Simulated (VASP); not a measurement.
Write the native input for VASP 6.6.1 that does the following.

| Quantity | Value |
| --- | --- |
| Task | single point |
| Functional | r2SCAN |
| Potentials or basis | VASP PAW PBE potentials, release 64 (Pb_d, S) |
| Cutoff | 520 eV |
| k mesh | 6 × 6 × 6 |
| Occupations | fermi-dirac, width 0.05 eV |
| Spin | no spin polarisation |
| Dipole correction | no |
| Further INCAR settings | ALGO = Normal; EDIFF = 1e-07; NBANDS = 17 |

Crystal: PbS.

```xyz
2
Lattice="2.1005 1.2127 3.4302 -2.1005 1.2127 3.4302 0.0000 -2.4255 3.4302" Properties=species:S:1:pos:R:3 pbc="T T T"
Pb    0.0000    0.0000   10.0657
S     0.0000    0.0000    4.9133
```

One way to write it, as run:

POSCAR

```
PbS
1.0
    2.1005109573      1.2127305666      3.4301898177
   -2.1005109573      1.2127305666      3.4301898177
    0.0000000000     -2.4254611333      3.4301898176
Pb S
1 1
Direct
    0.9781436759      0.9781436759      0.9781436759
    0.4774576541      0.4774576541      0.4774576541
```

INCAR.step1

```
SYSTEM = PbS
PREC = Accurate
ENCUT = 520
ISMEAR = -1
SIGMA = 0.05
LREAL = .False.
LASPH = .True.
NELM = 100
NBANDS = 17
GGA = PE
ALGO = Normal
EDIFF = 1E-4
LWAVE = .True.
LCHARG = .False.
```

INCAR.step2

```
SYSTEM = PbS
PREC = Accurate
ENCUT = 520
EDIFF = 1E-7
ISMEAR = -1
SIGMA = 0.05
LREAL = .False.
LASPH = .True.
NELM = 100
ALGO = Normal
ISIF = 2
LWAVE = .False.
LCHARG = .False.
METAGGA = R2SCAN
LMIXTAU = .True.
NBANDS = 17
ISTART = 1
```

KPOINTS

```
Automatic mesh
0
Gamma
  6 6 6
  0 0 0
```

Potentials or basis: VASP PAW PBE potentials, release 64 (Pb_d, S).

Run with:

```console
$ cat potpaw_PBE.64/Pb_d/POTCAR potpaw_PBE.64/S/POTCAR > POTCAR
$ cp INCAR.step1 INCAR
$ mpirun -np 1 vasp_std > vasp.out
$ cp INCAR.step2 INCAR
$ mpirun -np 1 vasp_std > vasp.out
```

Results of the run:

The pressure is 1.0 GPa and the band gap on the k mesh is 0.64 eV, direct.

Caveat: the PAW data sets were made with another functional, which shifts forces and pressure a little; spin-orbit coupling is left out, which moves the levels of the heavy elements.

Wall time 63 s on 1 thread of AMD EPYC 9R45 96-Core Processor (Zen 5), on a shared host, peak memory 0.17 GiB.
